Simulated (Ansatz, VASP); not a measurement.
# One calculation of MgF2, two programs

INCAR

```
PREC     = Accurate       # precision mode
ENCUT    = 600            # plane-wave cutoff, eV
EDIFF    = 1E-6           # SCF threshold, eV
ISMEAR   = 0              # smearing method
SIGMA    = 0.02           # smearing width, eV
LREAL    = False          # projectors in reciprocal space
LASPH    = True           # aspherical terms in the spheres
NELM     = 120            # most SCF steps
ALGO     = Normal         # electronic algorithm
ISIF     = 2              # what is computed and relaxed
LWAVE    = False          # write WAVECAR
LCHARG   = False          # write CHGCAR
GGA      = PE             # functional
NBANDS   = 25             # bands
GGA_COMPAT= False
```

File KPOINTS:

```
regular mesh
0
Gamma
  4 4 6
```

The input POSCAR:

```
MgF2
1.0
    4.6250000000      0.0000000000      0.0000000000
    0.0000000000      4.6250000000      0.0000000000
    0.0000000000      0.0000000000      3.0825200000
Mg F
2 4
Direct
    0.0000000000      0.0000000000      0.0000000000
    0.5000000000      0.5000000000      0.5000000000
    0.3030000000      0.3030000000      0.0000000000
    0.1970000000      0.8030000000      0.5000000000
    0.6970000000      0.6970000000      0.0000000000
    0.8030000000      0.1970000000      0.5000000000
```

Input for Ansatz:

```yaml
crystal:
  lattice:
    - [4.625, 0.0, 0.0]
    - [0.0, 4.625, 0.0]
    - [0.0, 0.0, 3.08252]
  atoms:
    - { symbol: Mg, position: [0.0, 0.0, 0.0] }
    - { symbol: Mg, position: [0.5, 0.5, 0.5] }
    - { symbol: F, position: [0.303, 0.303, 0.0] }
    - { symbol: F, position: [0.197, 0.803, 0.5] }
    - { symbol: F, position: [0.697, 0.697, 0.0] }
    - { symbol: F, position: [0.803, 0.197, 0.5] }
basis:
  ecutwfc: 520.0
kpoints:
  mp_grid:
    grid: [4, 4, 6]
hamiltonian:
  xc: pbe
scf:
  occupations:
    method: gaussian
    width: 0.02
output:
  stress: true
```

Alike in both runs: task single point; functional PBE; k mesh 4 × 4 × 6; occupations gaussian, width 0.02 eV; no spin polarisation.

```csv
,VASP,Ansatz
version,VASP 6.6.1,Ansatz 0.2.0
potentials or method,"VASP PAW PBE potentials, release 64 (Mg, F), cutoff 600 eV","plane waves, PAW"
valence electrons in the cell,32,48
```

VASP gave:

- pressure (GPa): 2.3
- traceless stress, the component that is largest in VASP (GPa): -0.82

Q: Estimate Ansatz's values.

A: Pressure (GPa): 3.4; traceless stress, the component that is largest in VASP (GPa): -0.74.

VASP's potentials hold 32 valence electrons a cell and Ansatz's 48, so a difference there can come from the potentials and not from the codes.
